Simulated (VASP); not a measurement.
Wanted: the native input for a VASP 6.6.1 run.

```
Task                   : single point
Functional             : PBE
Potentials or basis    : VASP PAW PBE potentials, release 64 (K_sv)
Cutoff                 : 520 eV
k mesh                 : 14 × 14 × 14
Occupations            : gaussian, width 0.15 eV
Spin                   : no spin polarisation
Dipole correction      : no
Further INCAR settings : ALGO = Fast; EDIFF = 1e-06; NBANDS = 10
```

The structure of K lies in POSCAR:

```
K
1.0
   -2.4636323236      2.4636323236      2.9563587883
    2.4636323236     -2.4636323236      2.9563587883
    2.4636323236      2.4636323236     -2.9563587883
K
1
Direct
    0.0000000000      0.0000000000      0.0000000000
```

This cell differs from its parent crystal: ratio of the length along z to the lengths across it x 1.2, volume and fractional coordinates fixed.

One way to write it, as run:

INCAR

```
  PREC = Accurate
  ENCUT = 520
  EDIFF = 1E-6
  ISMEAR = 0
  SIGMA = 0.15
  LREAL = F
  LASPH = T
  NELM = 60
  ALGO = Fast
  ISIF = 2
  LWAVE = F
  LCHARG = F
  GGA = PE
  NBANDS = 10
```

KPOINTS

```
regular mesh
0
Gamma
  14 14 14
```

Potentials or basis: VASP PAW PBE potentials, release 64 (K_sv).

The run is started by

```sh
$ cat potpaw_PBE.64/K_sv/POTCAR > POTCAR
$ mpirun -np 1 vasp_std > vasp.out
```

It gave:

The pressure is 0.1 GPa. The band gap on the k mesh is zero (an odd number of electrons rules out a gap without spin polarisation).

It took 3.4 min on 1 thread of Intel Xeon 8259CL (shared host), peak memory 0.32 GiB.
